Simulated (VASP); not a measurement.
Wanted: the native input for a VASP 6.6.1 run.

```yaml
Task: single point
Functional: BLYP
Potentials_or_basis: VASP PAW PBE potentials, release 64 (Cd)
Cutoff: 520 eV
k_mesh: 13 × 13 × 13
Occupations: fermi-dirac, width 0.1 eV
Spin: no spin polarisation
Dipole_correction: no
Further_INCAR_settings: ALGO = Normal; EDIFF = 1e-07; NBANDS = 12
```

The structure of Cd lies in POSCAR:

```
Cd
1.0
   -1.9497270106      1.9497270106      1.9497270106
    1.9497270106     -1.9497270106      1.9497270106
    1.9497270106      1.9497270106     -1.9497270106
Cd
1
Direct
    0.0000000000      0.0000000000      0.0000000000
```

This cell differs from its parent crystal: volume scaled by 1.04.

The input as run:

INCAR

```
SYSTEM = Cd
PREC = Accurate
ENCUT = 520
EDIFF = 1E-7
ISMEAR = -1
SIGMA = 0.1
LREAL = .False.
LASPH = .True.
NELM = 60
ALGO = Normal
ISIF = 2
LWAVE = .False.
LCHARG = .False.
GGA = B5
ALDAX = 1.0
AGGAX = 1.0
AGGAC = 1.0
ALDAC = 0.0
NBANDS = 12
```

KPOINTS

```
regular mesh
0
Gamma
  13 13 13
  0 0 0
```

Potentials or basis: VASP PAW PBE potentials, release 64 (Cd).

Launch:

```sh
$ cat potpaw_PBE.64/Cd/POTCAR > POTCAR
$ mpirun -np 1 vasp_std > vasp.out
```

It gave:

The pressure is -0.3 GPa and the band gap on the k mesh is zero (band 6 reaches 3.43 eV, above the bottom of band 7 at 0.60 eV).

Caveat: the PAW data sets were made with another functional, which shifts forces and pressure a little.

It took 54 s on 1 thread of Intel Xeon 8259CL, with other jobs on the host, peak memory 0.17 GiB.
